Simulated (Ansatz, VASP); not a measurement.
ZnO in VASP and in Ansatz

File POSCAR:

```
ZnO
1.0
    0.0000000000      2.1337703831      2.1337703831
    2.1337703831      0.0000000000      2.1337703831
    2.1337703831      2.1337703831      0.0000000000
Zn O
1 1
Direct
    0.0000000000      0.0000000000      0.0000000000
    0.5000000000      0.5000000000      0.5000000000
```

Contents of INCAR.step1:

```
SYSTEM = ZnO
  ALGO = Normal
  EDIFF = 1E-4
  ENCUT = 520
  GGA = PE
  ISMEAR = 0
  LASPH = .True.
  LCHARG = .False.
  LREAL = .False.
  LWAVE = .True.
  NBANDS = 16
  NELM = 80
  PREC = Accurate
  SIGMA = 0.01
```

The input INCAR.step2:

```
SYSTEM = ZnO
  ALGO = Normal
  EDIFF = 1E-6
  ENCUT = 520
  ISIF = 2
  ISMEAR = 0
  ISTART = 1
  LASPH = .True.
  LCHARG = .False.
  LMIXTAU = .True.
  LREAL = .False.
  LWAVE = .False.
  METAGGA = R2SCAN
  NBANDS = 16
  NELM = 80
  PREC = Accurate
  SIGMA = 0.01
```

Contents of KPOINTS:

```
k-points
0
Gamma
  2 2 2
  0 0 0
```

Input for Ansatz:

```yaml
crystal:
  lattice:
    - [0.0, 2.1337703831, 2.1337703831]
    - [2.1337703831, 0.0, 2.1337703831]
    - [2.1337703831, 2.1337703831, 0.0]
  atoms:
    - { symbol: Zn, position: [0.0, 0.0, 0.0] }
    - { symbol: O, position: [0.5, 0.5, 0.5] }
kpoints:
  mp_grid: { grid: [2, 2, 2] }
hamiltonian:
  xc: r2scan
scf:
  occupations: { method: fixed }
  n_extra_bands: 4
output:
  forces: true
  stress: true
  eigenvalues: true
```

Alike in both runs: task single point; functional r2SCAN; k mesh 2 × 2 × 2; no spin polarisation.

|  | VASP | Ansatz |
| --- | --- | --- |
| version | VASP 6.6.1 | Ansatz 0.2.0 |
| potentials or method | VASP PAW PBE potentials, release 64 (Zn, O) | plane waves |
| plane-wave cutoff (eV) | 520 | 500 |
| occupations | gaussian, width 0.01 eV | fixed |
| valence electrons in the cell | 18 | 18 |

|  | VASP | Ansatz | Ansatz less VASP |
| --- | --- | --- | --- |
| gap on the k mesh at the Fermi level (eV) | 1.29 | 1.31 | +0.025 |
| pressure (GPa) | 7.1 | 5.6 | -1.47 |

VASP's potentials were made for PBE, not for r2SCAN.

The k mesh is coarse, so the values compare programs but aren't converged.
